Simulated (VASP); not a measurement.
A run of VASP 6.6.1 is set up as follows.

The input INCAR:

```
SYSTEM = Zr3TiN4
ALGO = Normal
EDIFF = 1E-6
ENCUT = 520
GGA = PE
ISIF = 2
ISMEAR = 0
ISPIN = 2
LASPH = .True.
LCHARG = .False.
LMAXMIX = 4
LORBIT = 11
LREAL = .False.
LWAVE = .False.
MAGMOM = 0 0 0 1 0 0 0 0
NBANDS = 48
NELM = 150
PREC = Accurate
SIGMA = 0.1
```

The input KPOINTS:

```
k-points
0
Gamma
  4 4 6
  0 0 0
```

File POSCAR:

```
Zr3TiN4
1.0
    3.1972580498     -4.5353640140      0.0000000000
    3.1972580498      4.5353640140      0.0000000000
    0.0000000000      0.0000000000      3.1838638754
Zr Ti N
3 1 4
Direct
    0.5000000000      0.0000000000      0.0000000000
    0.5000000000      0.5000000000      0.5000000000
    0.0000000000      0.5000000000      0.0000000000
    0.0000000000      0.0000000000      0.5000000000
    0.7606687252      0.7606687252      0.0000000000
    0.7546092660      0.2453907340      0.5000000000
    0.2453907340      0.7546092660      0.5000000000
    0.2393312748      0.2393312748      0.0000000000
```

Potentials or basis: VASP PAW PBE potentials, release 64 (Zr_sv, Ti_sv, N).

Command:

```console
$ cat potpaw_PBE.64/Zr_sv/POTCAR potpaw_PBE.64/Ti_sv/POTCAR potpaw_PBE.64/N/POTCAR > POTCAR
$ mpirun -np 1 vasp_std > vasp.out
```

Problem. What does it give for the largest force?

Solution. 0.022 eV/Å.

Problem. What does it give for the band gap on the k mesh?

Solution. Zero (filled and empty bands overlap).

Problem. Estimate the pressure.

Solution. 0.1 GPa.

Problem. Estimate the net moment.

Solution. 0.00 μB per cell.

Forces on the atoms (eV/Å):
```
Zr   0.000  0.000  0.000
Zr   0.000  0.000  0.000
Zr   0.000  0.000  0.000
Ti   0.000  0.000  0.000
N   -0.022  0.000  0.000
N    0.000  0.001  0.000
N    0.000 -0.001  0.000
N    0.022  0.000  0.000
```
